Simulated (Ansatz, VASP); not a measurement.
# Sn in VASP and in Ansatz

The input INCAR:

```
  PREC = Accurate
  ENCUT = 520
  EDIFF = 1E-6
  ISMEAR = -1
  SIGMA = 0.1
  LREAL = F
  LASPH = T
  NELM = 100
  ALGO = Normal
  ISIF = 2
  LWAVE = F
  LCHARG = F
  GGA = CA
  NBANDS = 13
```

The input KPOINTS:

```
regular mesh
0
Gamma
  12 12 12
```

File POSCAR:

```
Sn
1.0
   -1.7110535111      1.7596219538      2.3173691931
    1.7110535111     -1.7596219538      2.3173691931
    1.7110535111      1.7596219538     -2.3173691931
Sn
1
Direct
    0.0000000000      0.0000000000      0.0000000000
```

Input for Ansatz:

```yaml
crystal:
  lattice:
    - [-1.7110535111180003, 1.759621953807607, 2.317369193105216]
    - [1.7110535111180003, -1.759621953807607, 2.317369193105216]
    - [1.7110535111180003, 1.759621953807607, -2.317369193105216]
  atoms:
    - { symbol: Sn, position: [0.0, 0.0, 0.0] }
basis:
  ecutwfc: 500.0
kpoints:
  mp_grid:
    grid: [12, 12, 12]
hamiltonian:
  xc: lda
scf:
  occupations:
    method: fermi_dirac
    width: 0.1
output:
  stress: true
```

Alike in both runs: task single point; functional LDA; k mesh 12 × 12 × 12; occupations fermi-dirac, width 0.1 eV; no spin polarisation.

|  | VASP | Ansatz |
| --- | --- | --- |
| version | VASP 6.6.1 | Ansatz 0.2.0 |
| potentials or method | VASP PAW LDA potentials, release 64 (Sn_d), cutoff 520 eV | plane waves, PAW |
| valence electrons in the cell | 14 | 14 |

|  | VASP | Ansatz | Ansatz less VASP |
| --- | --- | --- | --- |
| pressure (GPa) | -3.8 | -3.8 | +0.02 |
| traceless stress, the component that is largest in VASP (GPa) | 0.41 | 0.41 | +0.001 |

LDA's correlation is that of Perdew and Zunger in VASP and of Perdew and Wang (1992) in Ansatz.
